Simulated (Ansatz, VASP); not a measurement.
**Two plane-wave programs on Si3N4**

```
CELL_PARAMETERS angstrom
7.60150 0.00000 0.00000
-3.80075 6.58309 0.00000
0.00000 0.00000 2.90610
ATOMIC_POSITIONS crystal
Si 0.76796 0.17408 0.25000
Si 0.59388 0.76796 0.75000
Si 0.82592 0.59388 0.25000
Si 0.23204 0.82592 0.75000
Si 0.40612 0.23204 0.25000
Si 0.17408 0.40612 0.75000
N 0.02996 0.32990 0.25000
N 0.70006 0.02996 0.75000
N 0.67010 0.70006 0.25000
N 0.97004 0.67010 0.75000
N 0.29994 0.97004 0.25000
N 0.32990 0.29994 0.75000
N 0.66667 0.33333 0.25000
N 0.33333 0.66667 0.75000
```

Alike in both runs: functional PBE; k mesh 4 × 4 × 10; occupations fermi-dirac, width 0.02 eV; no spin polarisation.

Ansatz relaxed the structure, and its values are those at the end. VASP's run is a single point on that final structure, the one shown.

|  | VASP | Ansatz |
| --- | --- | --- |
| version | VASP 6.6.1 | Ansatz 0.2.0 |
| potentials or method | VASP PAW PBE potentials, release 64 (Si, N) | plane-wave PAW, scalar-relativistic |
| plane-wave cutoff (eV) | 520 | 420 |
| valence electrons in the cell | 64 | 64 |

VASP gave:

| Item | Value |
| --- | --- |
| gap on the k mesh at the Fermi level (eV) | 4.33 |
| pressure (GPa) | 5.4 |
| rms of the force components (eV/Å) | 0.007 |

Task: Which values does Ansatz return?

Result: gap on the k mesh at the Fermi level (eV): 4.34; pressure (GPa): 5.7; rms of the force components (eV/Å): 0.007.

Ansatz's warnings: stress scf threshold loose.
